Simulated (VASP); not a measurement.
Set up this calculation in VASP 6.6.1, as the native input.

```
Task                   : electric field gradients
Functional             : LDA
Potentials or basis    : VASP PAW LDA potentials, release 64 (Mo_sv, S)
Cutoff                 : 520 eV
k mesh                 : 10 × 10 × 3
Occupations            : fermi-dirac, width 0.03 eV
Spin                   : no spin polarisation
Dipole correction      : no
Further INCAR settings : ALGO = Normal; EDIFF = 1e-08; NBANDS = 35
```

The structure of MoS2 lies in POSCAR:

```
MoS2
1.0
    3.1610016016      0.0000000000      0.0000000000
   -1.5805008008      2.7375076884      0.0000000000
    0.0000000000      0.0000000000     12.5409000000
Mo S
2 4
Direct
    0.3333333333      0.6666666667      0.2500000000
    0.6666666667      0.3333333333      0.7500000000
    0.3333333333      0.6666666667      0.6275000000
    0.6666666667      0.3333333333      0.1275000000
    0.3333333333      0.6666666667      0.8725000000
    0.6666666667      0.3333333333      0.3725000000
```

This cell differs from its parent crystal: zz strain of +2 %.

These files were run (other wordings do the same):

INCAR

```
  ALGO = Normal
  EDIFF = 1E-8
  ENCUT = 520
  ISIF = 2
  ISMEAR = -1
  LASPH = T
  LCHARG = F
  LEFG = T
  LREAL = F
  LWAVE = F
  NBANDS = 35
  NELM = 60
  PREC = Accurate
  SIGMA = 0.03
```

KPOINTS

```
k-points
0
Gamma
  10 10 3
```

Potentials or basis: VASP PAW LDA potentials, release 64 (Mo_sv, S).

Run with:

```bash
$ cat potpaw_LDA.64/Mo_sv/POTCAR potpaw_LDA.64/S/POTCAR > POTCAR
$ mpirun -np 1 vasp_std > vasp.out
```

It gave:

* Pressure: -2.1 GPa
* Largest force: 0.150 eV/Å
* Band gap on the k mesh: 0.98 eV (least direct gap 1.90 eV)
* Largest electric field gradient by atom: Mo -88.2; S -58.5 V/Å²

Caveat: the cell differs from its parent crystal (zz strain of +2 %); without QUAD_EFG the Cq values of the log hold for a quadrupole moment of 1 mb, not for the nuclei.

Wall time 82 s on 1 thread of AMD EPYC 7R13 Processor (Zen 3) (shared host), peak memory 0.2 GiB.
